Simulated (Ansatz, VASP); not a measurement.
**MgS in VASP and in Ansatz**

```
CELL_PARAMETERS angstrom
0.00000 2.59084 2.54980
2.59084 0.00000 2.54980
2.59084 2.59084 0.00000
ATOMIC_POSITIONS crystal
Mg 0.00000 0.00000 0.00000
S 0.50000 0.50000 0.50000
```

Change from the starting cell: strained cell.

Alike in both runs: task relaxation of the atoms; functional LDA; k mesh 6 × 6 × 6; occupations gaussian, width 0.02 eV; no spin polarisation.

|  | VASP | Ansatz |
| --- | --- | --- |
| version | VASP 6.6.1 | Ansatz 0.2.0 |
| potentials or method | VASP PAW LDA potentials, release 64 (Mg, S), cutoff 520 eV | scalar-relativistic, plane waves, PAW |
| valence electrons in the cell | 8 | 16 |

|  | VASP | Ansatz | Ansatz less VASP |
| --- | --- | --- | --- |
| gap on the k mesh at the Fermi level, each at its own relaxed structure (eV) | 2.54 | 2.54 | +0.002 |

Ansatz warns that its potentials were made for another functional, while VASP's fit it. LDA's correlation is that of Perdew and Zunger in VASP and of Perdew and Wang (1992) in Ansatz. VASP's potentials hold 8 valence electrons a cell and Ansatz's 16, so a difference there can come from the potentials and not from the codes. Ansatz's warnings: stress scf threshold loose.

Noted on VASP's run: the relaxation stopped at its first step, so nothing moved.
